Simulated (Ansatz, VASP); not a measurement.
## AgRuS2: VASP beside Ansatz

```
CELL_PARAMETERS angstrom
3.83671 0.00000 0.00000
0.00000 3.83671 0.00000
0.00000 0.00000 5.65958
ATOMIC_POSITIONS crystal
Ag 0.50000 0.50000 0.50000
Ru 0.00000 0.00000 0.00000
S 0.50000 0.00000 0.20853
S 0.00000 0.50000 0.79147
```

Alike in both runs: functional PBE; k mesh 4 × 4 × 4; occupations gaussian, width 0.1 eV; collinear spin.

Ansatz relaxed the structure, and its values are those at the end. VASP's run is a single point on that final structure, the one shown.

|  | VASP | Ansatz |
| --- | --- | --- |
| version | VASP 6.6.1 | Ansatz 0.2.0 |
| potentials or method | VASP PAW PBE potentials, release 64 (Ag, Ru_pv, S), cutoff 520 eV | scalar-relativistic, plane waves, PAW |
| valence electrons in the cell | 37 | 47 |

Ansatz gave:

| Property | Result |
| --- | --- |
| gap on the k mesh at the Fermi level (eV) | none |
| pressure (GPa) | -0.1 |
| rms of the force components (eV/Å) | 0.006 |
| net moment per atom (μB) | 0.00 |

Task: What did VASP give for the same quantities?

Result: gap on the k mesh at the Fermi level (eV): none; pressure (GPa): -0.2; rms of the force components (eV/Å): 0.003; net moment per atom (μB): 0.00.

A gap of «none» marks a metal or a gap that the smearing closes. VASP's potentials hold 37 valence electrons a cell and Ansatz's 47, so a difference there can come from the potentials and not from the codes. Ansatz's warnings: seeded moment not kept.

The k mesh is coarse, so the values compare programs but aren't converged.
